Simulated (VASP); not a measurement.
# Zr12HCO in VASP: single point with PBE+D3(BJ)

Aim: the single point of Zr12HCO with PBE+D3(BJ).

All numbers are computed with VASP 6.6.1; they aren't measurements. Logs are shortened: lines on timing, memory, paths and dates and some standing lists are left out, and cuts for length are marked.

## (1) The cell of the first run

The cell holds a slab with vacuum, 15 atoms: a = 6.460 Å, b = 6.460 Å, c = 20.145 Å, α = 90.00°, β = 90.00°, γ = 60.00°.

## (2) Single point, PBE+D3(BJ)

File INCAR:

```
PREC = Accurate ; ENCUT = 520
EDIFF = 1E-6 ; ISMEAR = -1
SIGMA = 0.05 ; LREAL = Auto
LASPH = True ; NELM = 80
ALGO = Normal ; ISIF = 2
LWAVE = False ; LCHARG = False
GGA = PE ; IVDW = 12
NBANDS = 90
```

File KPOINTS:

```
Automatic mesh
0
Gamma
  3 3 1
```

File POSCAR:

```
Zr12HCO
1.0
    6.4600000000      0.0000000000      0.0000000000
    3.2300000000      5.5945240000      0.0000000000
    0.0000000000      0.0000000000     20.1453900000
Zr C H O
12 1 1 1
Direct
    0.0000000000      0.0000000000      0.0496391482
    0.5000000000      0.0000000000      0.0496391482
   -0.0000033962      0.5000067924      0.0496391482
    0.4999966038      0.5000067924      0.0496391482
   -0.1721033629      0.3247640014      0.1671548677
    0.3262203400      0.3368472456      0.1659287807
   -0.1619241044      0.8154581158      0.1685050525
    0.3129472849      0.8508856160      0.1600663973
    0.0171744094      0.0223075279      0.2906868519
    0.5056245588     -0.0096701703      0.2783763432
    0.0020029911      0.5274800859      0.2857279010
    0.4900834492      0.5468919250      0.2839905308
    0.6921350885      0.0787019593      0.3906154212
    0.3017452184      1.3095126592      0.3155064260
    0.6218277031     -0.0045222793      0.4331214238
```

Potentials or basis: VASP PAW PBE potentials, release 64 (Zr_sv, C, H, O).

Started as:

```
$ cat potpaw_PBE.64/Zr_sv/POTCAR potpaw_PBE.64/C/POTCAR potpaw_PBE.64/H/POTCAR potpaw_PBE.64/O/POTCAR > POTCAR
$ mpirun -np 1 vasp_std > vasp.out
```

OUTCAR:

```text
PREC = Accurate
   ENCUT = 520
   EDIFF = 1E-6
   ISMEAR = -1
   LREAL = Auto
   LASPH = True
   NELM = 80
   ISIF = 2
   GGA = PE
   IVDW = 12
 IVDW          = 12

 ion  position               nearest neighbor table
   1  0.000  0.000  0.050-   8 2.83   5 2.98   7 3.08   4 3.23   3 3.23   2 3.23   2 3.23   4 3.23
                             3 3.23
   2  0.500  0.000  0.050-   8 2.92   6 3.01   7 3.05   4 3.23   3 3.23   1 3.23   1 3.23   3 3.23
                             4 3.23
   3  1.000  0.500  0.050-   6 2.97   7 2.97   5 3.06   2 3.23   1 3.23   4 3.23   4 3.23   1 3.23
                             2 3.23
   4  0.500  0.500  0.050-   8 2.97   5 3.00   6 3.01   2 3.23   1 3.23   3 3.23   3 3.23   2 3.23
                             1 3.23
   5  0.828  0.325  0.167-   1 2.98   4 3.00   9 3.02  12 3.04   3 3.06   8 3.10  11 3.19   6 3.20
                             7 3.20   7 3.26   6 3.26   8 3.37
   6  0.326  0.337  0.166-   3 2.97  10 2.98   2 3.01   4 3.01  11 3.02   7 3.12  12 3.17   8 3.19
                             5 3.20   5 3.26   8 3.28   7 3.34
   7  0.838  0.815  0.169-  11 2.86  10 2.89   3 2.97   2 3.05   1 3.08   6 3.12   8 3.19   5 3.20
                             5 3.26   9 3.28   8 3.29   6 3.34
   8  0.313  0.851  0.160-   1 2.83   2 2.92   4 2.97  12 3.03  10 3.03   5 3.10   9 3.11   6 3.19
                             7 3.19   6 3.28   7 3.29   5 3.37
   9  0.017  0.022  0.291-  13 2.80   5 3.02  12 3.07  10 3.07   8 3.11  11 3.22  11 3.25   7 3.28
                            12 3.40  10 3.42
  10  0.506  0.990  0.278-  14 1.96  13 2.75   7 2.89  12 2.92   6 2.98   8 3.03   9 3.07  11 3.11
                            11 3.37   9 3.42  12 3.55
  11  0.002  0.527  0.286-  14 1.83   7 2.86   6 3.02  10 3.11   5 3.19   9 3.22  12 3.22  12 3.25
                             9 3.25  10 3.37
  12  0.490  0.547  0.284-  10 2.92   8 3.03   5 3.04   9 3.07   6 3.17  11 3.22  11 3.25   9 3.40
                            10 3.55
  13  0.692  0.079  0.391-  15 1.21  10 2.75   9 2.80
  14  0.302  0.310  0.316-  11 1.83  10 1.96
  15  0.622  0.995  0.433-  13 1.21

  LATTYP: Found a hexagonal cell.
 ALAT       =     6.4599999061
 C/A-ratio  =     3.1184814695

  Lattice vectors:

 A1 = (  -3.2300000000,  -5.5945240000,   0.0000000000)
 A2 = (   6.4600000000,   0.0000000000,   0.0000000000)
 A3 = (   0.0000000000,   0.0000000000,  20.1453900000)

Analysis of symmetry for initial positions (statically):
=====================================================================
 Subroutine PRICEL returns:
 Original cell was already a primitive cell.

 Routine SETGRP: Setting up the symmetry group for a
 hexagonal supercell.

 Subroutine GETGRP returns: Found  1 space group operations
 (whereof  1 operations were pure point group operations)
 out of a pool of 24 trial point group operations.

The static configuration has the point symmetry C_1 .

Analysis of symmetry for dynamics (positions and initial velocities):
=====================================================================
 Subroutine PRICEL returns:
 Original cell was already a primitive cell.

 Routine SETGRP: Setting up the symmetry group for a
 hexagonal supercell.

 Subroutine GETGRP returns: Found  1 space group operations
 (whereof  1 operations were pure point group operations)
 out of a pool of 24 trial point group operations.

The dynamic configuration has the point symmetry C_1 .

 Subroutine INISYM returns: Found  1 space group operations
 (whereof  1 operations are pure point group operations),
 and found     1 'primitive' translations

----------------------------------------------------------------------------------------

                                     Primitive cell

  volume of cell :     728.0670

  direct lattice vectors                    reciprocal lattice vectors
     6.460000000  0.000000000  0.000000000     0.154798762 -0.089373108  0.000000000
     3.230000000  5.594524000  0.000000000     0.000000000  0.178746217  0.000000000
     0.000000000  0.000000000 20.145390000     0.000000000  0.000000000  0.049639148

  length of vectors
     6.460000000  6.459999906 20.145390000     0.178746214  0.178746217  0.049639148

  position of ions in fractional coordinates (direct lattice)
     0.000000000  0.000000000  0.049639148
     0.500000000  0.000000000  0.049639148
     0.999996604  0.500006792  0.049639148
     0.499996604  0.500006792  0.049639148
     0.827896637  0.324764001  0.167154868
     0.326220340  0.336847246  0.165928781
     0.838075896  0.815458116  0.168505053
     0.312947285  0.850885616  0.160066397
     0.017174409  0.022307528  0.290686852
     0.505624559  0.990329830  0.278376343
     0.002002991  0.527480086  0.285727901
     0.490083449  0.546891925  0.283990531
     0.692135089  0.078701959  0.390615421
     0.301745218  0.309512659  0.315506426
     0.621827703  0.995477721  0.433121424

  ion indices of the primitive-cell ions
   primitive index   ion index
                 1           1
                 2           2
                 3           3
                 4           4
                 5           5
                 6           6
                 7           7
                 8           8
                 9           9
                10          10
                11          11
                12          12
                13          13
                14          14
                15          15

----------------------------------------------------------------------------------------

 KPOINTS: Automatic mesh

Automatic generation of k-mesh.
 Grid dimensions read from file:
 generate k-points for:    3    3    1

 Generating k-lattice:

  Cartesian coordinates                     Fractional coordinates (reciprocal lattice)
     0.051599587 -0.029791036  0.000000000     0.333333333 -0.000000000  0.000000000
     0.000000000  0.059582072  0.000000000     0.000000000  0.333333333  0.000000000
     0.000000000  0.000000000  0.049639148     0.000000000  0.000000000  1.000000000

  Length of vectors
     0.059582071  0.059582072  0.049639148

  Shift w.r.t. Gamma in fractional coordinates (k-lattice)
     0.000000000  0.000000000  0.000000000

 Subroutine IBZKPT returns following result:
 ===========================================

 Found      5 irreducible k-points:

 Following reciprocal coordinates:
            Coordinates               Weight
  0.000000  0.000000  0.000000      1.000000
  0.333333  0.000000  0.000000      2.000000
  0.333333  0.333333  0.000000      2.000000
  0.000000  0.333333  0.000000      2.000000
 -0.333333  0.333333  0.000000      2.000000
   k-points           NKPTS =      5   k-points in BZ     NKDIM =      5   number of bands    NBANDS=     90
   number of dos      NEDOS =    301   number of ions     NIONS =     15
   total plane-waves  NPLWV = 345600
   dimension x,y,z NGX =    48 NGY =   48 NGZ =  150
   dimension x,y,z NGXF=    96 NGYF=   96 NGZF=  300
   ions per type =              12   1   1   1
   NGX,Y,Z   is equivalent  to a cutoff of  12.35, 12.35, 12.38 a.u.
   NGXF,Y,Z  is equivalent  to a cutoff of  24.71, 24.71, 24.76 a.u.
 SYSTEM =  unknown system
   PREC   = accura    normal or accurate (medium, high low for compatibility)
   ISTART =      0    job   : 0-new  1-cont  2-samecut
   ICHARG =      2    charge: 1-file 2-atom 10-const
   ISPIN  =      1    spin polarized calculation?
   LNONCOLLINEAR =      F non collinear calculations
   LSORBIT =      F    spin-orbit coupling
   LASPH  =      T    aspherical Exc in radial PAW
   ENCUT  =  520.0 eV  38.22 Ry    6.18 a.u.  12.01 12.01 37.46*2*pi/ulx,y,z
   NELM   =     80;   NELMIN=  2; NELMDL= -5     # of ELM steps
   EDIFF  = 0.1E-05   stopping-criterion for ELM
   LREAL  =      T    real-space projection
   EDIFFG = 0.1E-04   stopping-criterion for IOM
   NSW    =      0    number of steps for IOM
   IBRION =     -1    ionic relax: 0-MD 1-quasi-New 2-CG
   NFREE  =      0    steps in history (QN), initial steepest desc. (CG)
   ISIF   =      2    stress and relaxation
   ISYM   =      2    0-nonsym 1-usesym 2-fastsym
   POTIM  = 0.5000    time-step for ionic-motion
   TEBEG  =    0.0;   TEEND  =   0.0 temperature during run
   PSTRESS=    0.0 pullay stress
   NELECT =     155.0000    total number of electrons
   NUPDOWN=      -1.0000    fix difference up-down
   EMIN   =  10.00;   EMAX   =-10.00  energy-range for DOS
   EFERMI =   0.00;   METHOD = LEGACY
   ISMEAR =    -1;   SIGMA  =   0.05  broadening in eV -4-tet -1-fermi 0-gaus
   EFERMI_NEDOS =   21; number of points for ismear=-14 and -15
   IALGO  =     38    algorithm
   IMIX   =      4    mixing-type and parameters
     AMIX     =   0.40;   BMIX     =  1.00
     AMIX_MAG =   1.60;   BMIX_MAG =  1.00
  volume/ion in A,a.u.               =      48.54       327.55
  Fermi-wavevector in a.u.,A,eV,Ry     =   0.977526  1.847256 13.001141  0.955557
  Thomas-Fermi vector in A             =   2.108230
   LORBIT       =      0    0 simple, 1 ext, 2 COOP (PROOUT), +10 PAW based schemes
   GGA     = PE    functional components
   LHFCALC =     F    Hartree Fock is set to
   AEXX    =    0.0000 exact exchange contribution
   IVDW    =    12    specifies the selected vdW correction
   LEPSILON=     F    determine dielectric tensor
   LRPA    =     F    only Hartree local field effects (RPA)
 non-spin polarized calculation
  energy-cutoff  :      520.00
  volume of cell :      728.07
 maximum number of plane-waves:     19611
   NGX = 25   NGY = 25   NGZ = 75

 number of electron     154.9999996 magnetization

 Free energy of the ion-electron system (eV)
  ---------------------------------------------------
  ext. energy  EPLUGINS =         0.00000000
  ---------------------------------------------------
  free energy    TOTEN  =      -113.64089732 eV

  energy without entropy =     -113.48105595  energy(sigma->0) =     -113.56097663

 E-fermi :   1.0821     XC(G=0):  -5.4067

 val. band max:        1.0737221345   @ k =   0.3333   0.0000   0.0000
 cond. band min:       1.1172097251   @ k =   0.0000   0.3333   0.0000
 fundamental gap:      0.0434875906
 Fermi energy:         1.0821301829

 k-point     1 :       0.0000    0.0000    0.0000
  band No.  band energies     occupation
      1     -47.8390      2.00000
      2     -47.7986      2.00000
      3     -47.7590      2.00000
      4     -47.7392      2.00000
      5     -47.7335      2.00000
      6     -47.7075      2.00000
[... 81 lines left out ...]
     88       2.3258      0.00000
     89       2.3810      0.00000

 k-point     2 :       0.3333    0.0000    0.0000
  band No.  band energies     occupation
      1     -47.8188      2.00000
      2     -47.7878      2.00000
      3     -47.7615      2.00000
      4     -47.7540      2.00000
      5     -47.7422      2.00000
      6     -47.7107      2.00000
[... 81 lines left out ...]
     88       2.0760      0.00000
     89       2.0943      0.00000

 k-point     3 :       0.3333    0.3333    0.0000
  band No.  band energies     occupation
      1     -47.8178      2.00000
      2     -47.7940      2.00000
      3     -47.7715      2.00000
      4     -47.7435      2.00000
      5     -47.7334      2.00000
      6     -47.7121      2.00000
[... 81 lines left out ...]
     88       2.0506      0.00000
     89       2.0997      0.00000

 k-point     4 :       0.0000    0.3333    0.0000
  band No.  band energies     occupation
      1     -47.8170      2.00000
      2     -47.7877      2.00000
      3     -47.7746      2.00000
      4     -47.7423      2.00000
      5     -47.7396      2.00000
      6     -47.7139      2.00000
[... 81 lines left out ...]
     88       2.0510      0.00000
     89       2.0990      0.00000

 k-point     5 :      -0.3333    0.3333    0.0000
  band No.  band energies     occupation
      1     -47.7988      2.00000
      2     -47.7856      2.00000
      3     -47.7787      2.00000
      4     -47.7557      2.00000
      5     -47.7426      2.00000
      6     -47.7114      2.00000
[... 81 lines left out ...]
     88       2.0189      0.00000
     89       2.0519      0.00000
 [bands above 89 left out]

------------------------ aborting loop because EDIFF is reached ----------------------------------------

 Edisp (eV)   -4.79117

 E8    (eV) :    -2.5059

  FORCE on cell =-STRESS in cart. coord.  units (eV):
  Direction    XX          YY          ZZ          XY          YZ          ZX
  --------------------------------------------------------------------------------------
  -------------------------------------------------------------------------------------
  Total      -7.58218    -3.34240     6.96074    -4.12771    -0.43240     2.83431
  in kB     -16.68527    -7.35525    15.31774    -9.08340    -0.95154     6.23715
  external pressure =       -2.91 kB  Pullay stress =        0.00 kB

 VOLUME and BASIS-vectors are now :
 -----------------------------------------------------------------------------
  energy-cutoff  :      520.00
  volume of cell :      728.07
      direct lattice vectors                 reciprocal lattice vectors
     6.460000000  0.000000000  0.000000000     0.154798762 -0.089373108  0.000000000
     3.230000000  5.594524000  0.000000000     0.000000000  0.178746217  0.000000000
     0.000000000  0.000000000 20.145390000     0.000000000  0.000000000  0.049639148

 POSITION                                       TOTAL-FORCE (eV/Angst)
 -----------------------------------------------------------------------------------
      0.00000      0.00000      1.00000        -0.437477      0.160294     -0.853977
      3.23000      0.00000      1.00000         0.461424      0.116220     -0.549594
      8.07500      2.79730      1.00000        -0.102226     -0.082699     -0.364156
      4.84500      2.79730      1.00000         0.111728     -0.084557     -0.539525
      6.39720      1.81690      3.36740        -0.104252      0.494853      0.440957
      3.19540      1.88450      3.34270         0.215691     -0.091486     -0.342235
      8.04790      4.56210      3.39460         0.097494      0.510392     -0.574323
      4.77000      4.76030      3.22460         0.004073     -0.619635      0.422096
      0.18300      0.12480      5.85600        -1.242872      0.148366      0.565396
      6.46510      5.54042      5.60800         0.510282      0.842674      1.151821
      1.71670      2.95100      5.75610        -0.797021      0.205345      0.288507
      4.93240      3.05960      5.72110        -0.457560     -1.123778      0.603687
      4.72540      0.44030      7.86910        -1.333588     -1.887820      1.063986
      2.94900      1.73158      6.35600         1.097834     -0.234034      0.872078
      7.23240      5.56922      8.72540         1.976470      1.645864     -2.184717
 -----------------------------------------------------------------------------------
    total drift:                                0.003913      0.000360      0.005115

  FREE ENERGIE OF THE ION-ELECTRON SYSTEM (eV)
  ---------------------------------------------------
  free  energy   TOTEN  =      -118.4320722994 eV

  energy  without entropy=     -118.2722309315  energy(sigma->0) =     -118.35215162
```

It took 12 min on 1 thread of AMD EPYC 7R13 (Zen 3), shared host; peak memory 0.8 GiB.

Results:

```yaml
Free_energy: -118.4321 eV
Largest_force: 3.375 eV/Å
Band_gap_on_the_k_mesh: zero (an odd number of electrons rules out a gap without spin polarisation)
Dispersion_energy_per_atom: -0.319 eV
```

Forces in eV/Å, atoms in the order of the input:
```
Zr  -0.437  0.160 -0.854
Zr   0.461  0.116 -0.550
Zr  -0.102 -0.083 -0.364
Zr   0.112 -0.085 -0.540
Zr  -0.104  0.495  0.441
Zr   0.216 -0.091 -0.342
Zr   0.097  0.510 -0.574
Zr   0.004 -0.620  0.422
Zr  -1.243  0.148  0.565
Zr   0.510  0.843  1.152
Zr  -0.797  0.205  0.289
Zr  -0.458 -1.124  0.604
C   -1.334 -1.888  1.064
H    1.098 -0.234  0.872
O    1.976  1.646 -2.185
```

Caveat: the k points lie up to 0.37 Å⁻¹ apart, too coarse for converged energies and pressures of a metal; there is no dipole correction, which matters where the two faces differ.

The gap in the log of VASP goes by the Fermi energy; the results here count the filled bands.